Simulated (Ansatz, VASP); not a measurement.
Ta in VASP and in Ansatz

INCAR

```
PREC = Accurate ; ENCUT = 520
EDIFF = 1E-7 ; ISMEAR = -1
SIGMA = 0.1 ; LREAL = F
LASPH = T ; NELM = 100
ALGO = Normal ; ISIF = 2
LWAVE = F ; LCHARG = T
LDIPOL = T ; IDIPOL = 3
DIPOL = 0.5 0.5 0.500 ; LELF = T
LVHAR = T ; LVACPOTAV = T
NBANDS = 24
```

The input KPOINTS:

```
regular mesh
0
Gamma
  15 15 1
```

POSCAR

```
Ta
1.0
    2.8181880382      0.0000000000      0.0000000000
   -0.9393960127      2.6570131632      0.0000000000
    0.0000000000      0.0000000000     20.6021000000
Ta
3
Direct
    0.0000000000      0.0000000000      0.3883103714
    0.5000000000      0.5000000000      0.5000000000
    0.0000000000      0.0000000000      0.6116896286
```

Input for Ansatz:

```yaml
crystal:
  lattice:
    - [2.8181880382, 0.0, 0.0]
    - [-0.9393960127, 2.6570131632, 0.0]
    - [0.0, 0.0, 20.6021]
  atoms:
    - { symbol: Ta, position: [0.0, 0.0, 0.3883103714] }
    - { symbol: Ta, position: [0.5, 0.5, 0.5] }
    - { symbol: Ta, position: [0.0, 0.0, 0.6116896286] }
kpoints:
  mp_grid: { grid: [15, 15, 1] }
scf:
  occupations: { method: fermi_dirac, width: 0.1 }
hamiltonian:
  xc: lda
  pseudopotentials: { kind: all_electron, lapw: { basis_error: 0.001 } }
output:
  forces: true
  stress: true
  eigenvalues: true
  populations: true
  dos: { projected: true, de: 0.2, e_range: [-14, 8] }
efield:
  axis: 3
  amplitude: 0
  dipole_correction: true
```

Alike in both runs: task single point; functional LDA; k mesh 15 × 15 × 1; occupations fermi-dirac, width 0.1 eV; no spin polarisation.

|  | VASP | Ansatz |
| --- | --- | --- |
| version | VASP 6.6.1 | Ansatz 0.2.0 |
| potentials or method | VASP PAW LDA potentials, release 64 (Ta_pv), cutoff 520 eV | all-electron LAPW, scalar-relativistic |

|  | VASP | Ansatz | Ansatz less VASP |
| --- | --- | --- | --- |
| rms of the force components (eV/Å) | 0.204 | 0.224 | +0.0201 |

LDA's correlation is that of Perdew and Zunger in VASP and of Perdew and Wang (1992) in Ansatz. Atom by atom the forces differ by 0.020 eV/Å (rms over components). Ansatz ran all-electron here, and VASP with PAW potentials.

Spin-orbit coupling is off throughout.
